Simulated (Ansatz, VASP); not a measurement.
# One calculation of MgI2, two programs

```
CELL_PARAMETERS angstrom
4.19448 0.00000 0.00000
-2.09724 3.63253 0.00000
0.00000 0.00000 6.97054
ATOMIC_POSITIONS crystal
I 0.66667 0.33333 0.75000
I 0.33333 0.66667 0.25000
Mg 0.00000 0.00000 0.00000
```

Change from the starting cell: volume scaled by 1.04.

Alike in both runs: task single point; functional LDA; k mesh 8 × 8 × 4; occupations fermi-dirac, width 0.05 eV; no spin polarisation.

```csv
,VASP,Ansatz
version,VASP 6.6.1,Ansatz 0.2.0
potentials or method,"VASP PAW LDA potentials, release 64 (I, Mg), cutoff 520 eV","all-electron LAPW, scalar-relativistic"
```

Ansatz gave:

- gap on the k mesh at the Fermi level (eV): 3.21
- least direct gap on the mesh (eV): 3.21
- pressure (GPa): -2.9
- traceless stress, the component that is largest in VASP (GPa): -0.35
- rms of the force components (eV/Å): 0.246

Question: Which values does VASP return?

Answer: gap on the k mesh at the Fermi level (eV): 3.22; least direct gap on the mesh (eV): 3.22; pressure (GPa): -3.0; traceless stress, the component that is largest in VASP (GPa): -0.33; rms of the force components (eV/Å): 0.253.

LDA's correlation is that of Perdew and Zunger in VASP and of Perdew and Wang (1992) in Ansatz. Atom by atom the forces differ by 0.007 eV/Å (rms over components). Ansatz ran all-electron here, and VASP with PAW potentials.

Spin-orbit coupling is off throughout.
